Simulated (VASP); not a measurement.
# Be (Fm-3m) in VASP: further runs

Be is run at these levels: PBEsol; tasks: single point.

All numbers are computed with VASP 6.6.1; they aren't measurements. Logs are shortened: lines on timing, memory, paths and dates and some standing lists are left out, and cuts for length are marked.

### Step 1. The cell of the first run

The structure is cubic, space group Fm-3m (No. 225). The conventional cell has a = 2.478 Å, b = 2.478 Å, c = 2.478 Å, α = 90.00°, β = 90.00°, γ = 90.00°. Within 2.3 Å of Be (site symmetry m-3m) lie 12 Be at 1.75 Å.

This isn't the form of Be at room conditions, which is hcp.

### Step 2. Single point, PBEsol

File INCAR:

```
SYSTEM = Be
  ALGO = Normal
  EDIFF = 1E-7
  ENCUT = 520
  GGA = PS
  ISIF = 2
  ISMEAR = -1
  LASPH = .True.
  LCHARG = .True.
  LELF = .True.
  LREAL = .False.
  LVHAR = .True.
  LWAVE = .False.
  NBANDS = 7
  NELM = 100
  PREC = Accurate
  SIGMA = 0.05
```

File KPOINTS:

```
k-points
0
Gamma
  26 26 26
  0 0 0
```

File POSCAR:

```
Be
1.0
    0.0000000000      1.2391091844      1.2391091844
    1.2391091844      0.0000000000      1.2391091844
    1.2391091844      1.2391091844      0.0000000000
Be
1
Direct
    0.0000000000      0.0000000000      0.0000000000
```

Potentials or basis: VASP PAW PBE potentials, release 64 (Be).

Started as:

```bash
$ cat potpaw_PBE.64/Be/POTCAR > POTCAR
$ mpirun -np 1 vasp_std > vasp.out
```

OUTCAR:

```text
SYSTEM = Be
   EDIFF = 1E-7
   ENCUT = 520
   GGA = PS
   ISIF = 2
   ISMEAR = -1
   LASPH = .True.
   LREAL = .False.
   NELM = 100
   PREC = Accurate

 ion  position               nearest neighbor table
   1  0.000  0.000  0.000-

  LATTYP: Found a face centered cubic cell.
 ALAT       =     2.4782183688

  Lattice vectors:

 A1 = (   0.0000000000,   1.2391091844,   1.2391091844)
 A2 = (   1.2391091844,   0.0000000000,   1.2391091844)
 A3 = (   1.2391091844,   1.2391091844,   0.0000000000)

Analysis of symmetry for initial positions (statically):
=====================================================================
 Subroutine PRICEL returns:
 Original cell was already a primitive cell.

 Routine SETGRP: Setting up the symmetry group for a
 face centered cubic supercell.

 Subroutine GETGRP returns: Found 48 space group operations
 (whereof 48 operations were pure point group operations)
 out of a pool of 48 trial point group operations.

The static configuration has the point symmetry O_h .

Analysis of symmetry for dynamics (positions and initial velocities):
=====================================================================
 Subroutine PRICEL returns:
 Original cell was already a primitive cell.

 Routine SETGRP: Setting up the symmetry group for a
 face centered cubic supercell.

 Subroutine GETGRP returns: Found 48 space group operations
 (whereof 48 operations were pure point group operations)
 out of a pool of 48 trial point group operations.

The dynamic configuration has the point symmetry O_h .

 Subroutine INISYM returns: Found 48 space group operations
 (whereof 48 operations are pure point group operations),
 and found     1 'primitive' translations

----------------------------------------------------------------------------------------

                                     Primitive cell

  volume of cell :       3.8050

  direct lattice vectors                    reciprocal lattice vectors
     0.000000000  1.239109184  1.239109184    -0.403515692  0.403515692  0.403515692
     1.239109184  0.000000000  1.239109184     0.403515692 -0.403515692  0.403515692
     1.239109184  1.239109184  0.000000000     0.403515692  0.403515692 -0.403515692

  length of vectors
     1.752365014  1.752365014  1.752365014     0.698909680  0.698909680  0.698909680

  position of ions in fractional coordinates (direct lattice)
     0.000000000  0.000000000  0.000000000

  ion indices of the primitive-cell ions
   primitive index   ion index
                 1           1

----------------------------------------------------------------------------------------

 KPOINTS: k-points

Automatic generation of k-mesh.
 Grid dimensions read from file:
 generate k-points for:   26   26   26

 Generating k-lattice:

  Cartesian coordinates                     Fractional coordinates (reciprocal lattice)
    -0.015519834  0.015519834  0.015519834     0.038461538  0.000000000  0.000000000
     0.015519834 -0.015519834  0.015519834     0.000000000  0.038461538  0.000000000
     0.015519834  0.015519834 -0.015519834     0.000000000  0.000000000  0.038461538

  Length of vectors
     0.026881142  0.026881142  0.026881142

  Shift w.r.t. Gamma in fractional coordinates (k-lattice)
     0.000000000  0.000000000  0.000000000

 Subroutine IBZKPT returns following result:
 ===========================================

 Found    511 irreducible k-points:

 Following reciprocal coordinates:
            Coordinates               Weight
  0.000000  0.000000  0.000000      1.000000
  0.038462  0.000000  0.000000      8.000000
  0.076923  0.000000  0.000000      8.000000
  0.115385  0.000000  0.000000      8.000000
  0.153846  0.000000  0.000000      8.000000
  0.192308  0.000000  0.000000      8.000000
[... 16 lines left out ...]
  0.346154  0.038462  0.000000     24.000000
  0.384615  0.038462  0.000000     24.000000
 [... further k-points ...]
   k-points           NKPTS =    511   k-points in BZ     NKDIM =    511   number of bands    NBANDS=      7
   number of dos      NEDOS =    301   number of ions     NIONS =      1
   total plane-waves  NPLWV =   2744
   dimension x,y,z NGX =    14 NGY =   14 NGZ =   14
   dimension x,y,z NGXF=    28 NGYF=   28 NGZF=   28
   ions per type =               1
   NGX,Y,Z   is equivalent  to a cutoff of  13.28, 13.28, 13.28 a.u.
   NGXF,Y,Z  is equivalent  to a cutoff of  26.56, 26.56, 26.56 a.u.
 SYSTEM =  Be
   PREC   = accura    normal or accurate (medium, high low for compatibility)
   ISTART =      0    job   : 0-new  1-cont  2-samecut
   ICHARG =      2    charge: 1-file 2-atom 10-const
   ISPIN  =      1    spin polarized calculation?
   LNONCOLLINEAR =      F non collinear calculations
   LSORBIT =      F    spin-orbit coupling
   LASPH  =      T    aspherical Exc in radial PAW
   ENCUT  =  520.0 eV  38.22 Ry    6.18 a.u.   3.26  3.26  3.26*2*pi/ulx,y,z
   NELM   =    100;   NELMIN=  2; NELMDL= -5     # of ELM steps
   EDIFF  = 0.1E-06   stopping-criterion for ELM
   LREAL  =      F    real-space projection
   EDIFFG = 0.1E-05   stopping-criterion for IOM
   NSW    =      0    number of steps for IOM
   IBRION =     -1    ionic relax: 0-MD 1-quasi-New 2-CG
   NFREE  =      0    steps in history (QN), initial steepest desc. (CG)
   ISIF   =      2    stress and relaxation
   ISYM   =      2    0-nonsym 1-usesym 2-fastsym
   POTIM  = 0.5000    time-step for ionic-motion
   TEBEG  =    0.0;   TEEND  =   0.0 temperature during run
   PSTRESS=    0.0 pullay stress
   NELECT =       2.0000    total number of electrons
   NUPDOWN=      -1.0000    fix difference up-down
   EMIN   =  10.00;   EMAX   =-10.00  energy-range for DOS
   EFERMI =   0.00;   METHOD = LEGACY
   ISMEAR =    -1;   SIGMA  =   0.05  broadening in eV -4-tet -1-fermi 0-gaus
   EFERMI_NEDOS =   21; number of points for ismear=-14 and -15
   IALGO  =     38    algorithm
   IMIX   =      4    mixing-type and parameters
     AMIX     =   0.40;   BMIX     =  1.00
     AMIX_MAG =   1.60;   BMIX_MAG =  1.00
  volume/ion in A,a.u.               =       3.81        25.68
  Fermi-wavevector in a.u.,A,eV,Ry     =   1.321190  2.496687 23.749552  1.745543
  Thomas-Fermi vector in A             =   2.450962
   LORBIT       =      0    0 simple, 1 ext, 2 COOP (PROOUT), +10 PAW based schemes
   GGA     = PS    functional components
   LHFCALC =     F    Hartree Fock is set to
   AEXX    =    0.0000 exact exchange contribution
   IVDW    =     0    specifies the selected vdW correction
   LEPSILON=     F    determine dielectric tensor
   LRPA    =     F    only Hartree local field effects (RPA)
 non-spin polarized calculation
  energy-cutoff  :      520.00
  volume of cell :        3.81
 maximum number of plane-waves:       113
 NGX is ok and might be reduce to    14
   NGX =  7   NGY =  7   NGZ =  7

 number of electron       2.0000000 magnetization

 Free energy of the ion-electron system (eV)
  ---------------------------------------------------
  ext. energy  EPLUGINS =         0.00000000
  ---------------------------------------------------
  free energy    TOTEN  =        -1.76759617 eV

  energy without entropy =       -1.76741052  energy(sigma->0) =       -1.76750334

 E-fermi :  15.4464     XC(G=0): -13.2940

 val. band max:       15.4127659670   @ k =  -0.3462   0.3462   0.0000
 cond. band min:      15.5021255875   @ k =  -0.3846   0.3462   0.0000
 fundamental gap:      0.0893596205
 Fermi energy:        15.4464456613

 k-point     1 :       0.0000    0.0000    0.0000
  band No.  band energies     occupation
      1      -0.3815      2.00000
      2      49.7591      0.00000
      3      49.7591      0.00000
      4      49.7591      0.00000
      5      61.9139      0.00000
      6      61.9139      0.00000
      7      61.9139      0.00000

 k-point     2 :       0.0385    0.0000    0.0000
  band No.  band energies     occupation
      1      -0.3298      2.00000
      2      48.9034      0.00000
      3      49.5644      0.00000
      4      49.5644      0.00000
      5      60.6689      0.00000
      6      62.2556      0.00000
      7      62.2556      0.00000

 k-point     3 :       0.0769    0.0000    0.0000
  band No.  band energies     occupation
      1      -0.1740      2.00000
      2      46.5997      0.00000
      3      49.0482      0.00000
      4      49.0482      0.00000
      5      59.7959      0.00000
      6      63.1817      0.00000
      7      63.1817      0.00000

 k-point     4 :       0.1154    0.0000    0.0000
  band No.  band energies     occupation
      1       0.0869      2.00000
      2      43.4830      0.00000
      3      48.3525      0.00000
      4      48.3525      0.00000
      5      59.8143      0.00000
      6      64.4168      0.00000
      7      64.4168      0.00000

 k-point     5 :       0.1538    0.0000    0.0000
  band No.  band energies     occupation
      1       0.4546      2.00000
      2      40.0776      0.00000
      3      47.6037      0.00000
      4      47.6037      0.00000
      5      60.3886      0.00000
      6      65.4256      0.00000
      7      65.4256      0.00000

 k-point     6 :       0.1923    0.0000    0.0000
  band No.  band energies     occupation
      1       0.9299      2.00000
      2      36.6547      0.00000
      3      46.8847      0.00000
      4      46.8847      0.00000
      5      61.2504      0.00000
      6      65.3561      0.00000
      7      65.3561      0.00000

 k-point     7 :       0.2308    0.0000    0.0000
  band No.  band energies     occupation
      1       1.5122      2.00000
      2      33.3458      0.00000
      3      46.2426      0.00000
      4      46.2426      0.00000
      5      62.0718      0.00000
      6      64.1598      0.00000
      7      64.1598      0.00000
[... 121 lines left out ...]
 k-point    20 :       0.2308    0.0385    0.0000
  band No.  band energies     occupation
      1       1.3596      2.00000
      2      34.4172      0.00000
      3      44.8117      0.00000
      4      47.8032      0.00000
      5      59.9003      0.00000
      6      63.9366      0.00000
      7      66.4285      0.00000

 k-point    21 :       0.2692    0.0385    0.0000
  band No.  band energies     occupation
      1       2.0142      2.00000
      2      31.2304      0.00000
      3      44.2699      0.00000
      4      47.1777      0.00000
      5      59.0843      0.00000
      6      64.3356      0.00000
      7      64.9083      0.00000

 k-point    22 :       0.3077    0.0385    0.0000
  band No.  band energies     occupation
      1       2.7653      2.00000
      2      28.2624      0.00000
      3      43.8748      0.00000
      4      46.5925      0.00000
      5      57.8337      0.00000
      6      63.2569      0.00000
      7      64.5571      0.00000

 k-point    23 :       0.3462    0.0385    0.0000
  band No.  band energies     occupation
      1       3.5935      2.00000
      2      25.5633      0.00000
      3      43.6280      0.00000
      4      46.0493      0.00000
      5      56.6633      0.00000
      6      61.6965      0.00000
      7      63.8942      0.00000

 k-point    24 :       0.3846    0.0385    0.0000
  band No.  band energies     occupation
      1       4.4600      2.00000
      2      23.1928      0.00000
      3      43.5252      0.00000
      4      45.5421      0.00000
      5      55.7342      0.00000
      6      60.3188      0.00000
      7      63.1169      0.00000

 [... further k-points ...]

------------------------ aborting loop because EDIFF is reached ----------------------------------------

  FORCE on cell =-STRESS in cart. coord.  units (eV):
  Direction    XX          YY          ZZ          XY          YZ          ZX
  --------------------------------------------------------------------------------------
  -------------------------------------------------------------------------------------
  Total        6.9599686      6.9599686      6.9599686      0.0000000      0.0000000      0.0000000
  in kB     2930.6174826   2930.6174826   2930.6174826      0.0000000      0.0000000      0.0000000
  external PRESSURE =    2930.6174826 kB  Pullay stress =       0.0000000 kB

 VOLUME and BASIS-vectors are now :
 -----------------------------------------------------------------------------
  energy-cutoff  :      520.00
  volume of cell :        3.81
      direct lattice vectors                 reciprocal lattice vectors
     0.000000000  1.239109184  1.239109184    -0.403515692  0.403515692  0.403515692
     1.239109184  0.000000000  1.239109184     0.403515692 -0.403515692  0.403515692
     1.239109184  1.239109184  0.000000000     0.403515692  0.403515692 -0.403515692

 POSITION                                       TOTAL-FORCE (eV/Angst)
 -----------------------------------------------------------------------------------
      0.00000      0.00000      0.00000         0.000000      0.000000      0.000000
 -----------------------------------------------------------------------------------
    total drift:                                0.000000      0.000000      0.000000

  FREE ENERGIE OF THE ION-ELECTRON SYSTEM (eV)
  ---------------------------------------------------
  free  energy   TOTEN  =        -1.7675961732 eV

  energy  without entropy=       -1.7674105158  energy(sigma->0) =       -1.76750334
```

Run time: 10 s. Hardware: 1 thread of Intel Xeon Platinum 8559C (Emerald Rapids), shared host; peak memory 0.11 GiB.

Results:

| Property | Result |
| --- | --- |
| Free energy | -1.7676 eV |
| Pressure | 293.1 GPa |
| Band gap on the k mesh | zero (bands 1 and 2 overlap by 1.27 eV) |

Levels at points of the mesh, in eV from the Fermi level:
| k point | band 1 | band 2 | band 3 | band 4 |
| --- | --- | --- | --- | --- |
| (0.00, 0.00, 0.00) | -15.83 | 34.31 | 34.31 | 34.31 |
| (0.50, 0.00, 0.00) | -9.18 | 3.67 | 29.01 | 29.01 |
| (0.50, 0.50, 0.00) | -4.58 | 7.56 | 16.33 | 16.33 |

Caveat: the cell stands under pressure; the PAW data sets were made with another functional, which shifts forces and pressure a little.

### Step 3. Single point, PBEsol

File INCAR:

```
  PREC = Accurate
  ENCUT = 520
  EDIFF = 1E-6
  ISMEAR = -1
  SIGMA = 0.05
  LREAL = False
  LASPH = True
  NELM = 60
  ALGO = Normal
  ISIF = 2
  LWAVE = False
  LCHARG = False
  GGA = PS
  NBANDS = 7
```

File KPOINTS:

```
Automatic mesh
0
Gamma
  26 26 26
```

File POSCAR:

```
Be
1.0
    0.0000000000      1.2385131518      1.2385131518
    1.2385131518      0.0000000000      1.2385131518
    1.2385131518      1.2385131518      0.0000000000
Be
1
Direct
    0.0000000000      0.0000000000      0.0000000000
```

Potentials or basis: VASP PAW PBE potentials, release 64 (Be).

Started as:

```bash
$ cat potpaw_PBE.64/Be/POTCAR > POTCAR
$ mpirun -np 1 vasp_std > vasp.out
```

Wall time 9.6 s (1 thread of Intel Xeon Platinum 8559C (Emerald Rapids), shared host); peak memory 0.11 GiB.

The run converged. Its results:

| Quantity | Value |
| --- | --- |
| Free energy | -1.7575 eV |
| Pressure | 294.4 GPa |
| Band gap on the k mesh | zero (bands 1 and 2 overlap by 1.27 eV) |

Levels at points of the mesh, in eV from the Fermi level:
```tsv
k point	band 1	band 2	band 3	band 4
(0.00, 0.00, 0.00)	-15.83	34.35	34.35	34.35
(0.50, 0.00, 0.00)	-9.19	3.69	29.04	29.04
(0.50, 0.50, 0.00)	-4.59	7.57	16.35	16.35
```

Caveat: the cell stands under pressure; the PAW data sets were made with another functional, which shifts forces and pressure a little.
